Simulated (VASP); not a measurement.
A run of VASP 6.6.1 is set up as follows.

Contents of POSCAR:

```
TiPt3
1.0
    3.9208020700      0.0000000000      0.0000000000
    0.0000000000      3.9208020700      0.0000000000
    0.0000000000      0.0000000000      3.9208020700
Ti Pt
1 3
Direct
    0.0000000000      0.0000000000      0.0000000000
    0.0000000000      0.5000000000      0.5000000000
    0.5000000000      0.0000000000      0.5000000000
    0.5000000000      0.5000000000      0.0000000000
```

The input INCAR.step1:

```
PREC     = Accurate       # precision mode
ENCUT    = 520            # plane-wave cutoff, eV
ISMEAR   = -1             # smearing method
SIGMA    = 0.1            # smearing width, eV
LREAL    = False          # projectors in reciprocal space
LASPH    = True           # aspherical terms in the spheres
NELM     = 80             # most SCF steps
NBANDS   = 29             # bands
GGA      = PE             # functional
ALGO     = Normal         # electronic algorithm
EDIFF    = 1E-4           # SCF threshold, eV
LWAVE    = True           # write WAVECAR
LCHARG   = False          # write CHGCAR
```

File INCAR.step2:

```
PREC     = Accurate       # precision mode
ENCUT    = 520            # plane-wave cutoff, eV
EDIFF    = 1E-6           # SCF threshold, eV
ISMEAR   = -1             # smearing method
SIGMA    = 0.1            # smearing width, eV
LREAL    = False          # projectors in reciprocal space
LASPH    = True           # aspherical terms in the spheres
NELM     = 80             # most SCF steps
ALGO     = Normal         # electronic algorithm
ISIF     = 2              # what is computed and relaxed
LWAVE    = False          # write WAVECAR
LCHARG   = True           # write CHGCAR
METAGGA  = R2SCAN         # meta-GGA
LMIXTAU  = True         
LELF     = True           # ELF
LVHAR    = True         
NBANDS   = 29             # bands
ISTART   = 1
```

KPOINTS

```
Automatic mesh
0
Gamma
  9 9 9
```

Potentials or basis: VASP PAW PBE potentials, release 64 (Ti_sv, Pt).

Run with:

```console
$ cat potpaw_PBE.64/Ti_sv/POTCAR potpaw_PBE.64/Pt/POTCAR > POTCAR
$ cp INCAR.step1 INCAR
$ mpirun -np 1 vasp_std > vasp.out
$ cp INCAR.step2 INCAR
$ mpirun -np 1 vasp_std > vasp.out
```

Question: Predict the band gap on the k mesh.

Answer: Zero (band 21 reaches 12.90 eV, above the bottom of band 22 at 11.30 eV).

Question: Predict the pressure.

Answer: 0.8 GPa.

Caveat: the PAW data sets were made with another functional, which shifts forces and pressure a little; spin-orbit coupling is left out, which moves the levels of the heavy elements.
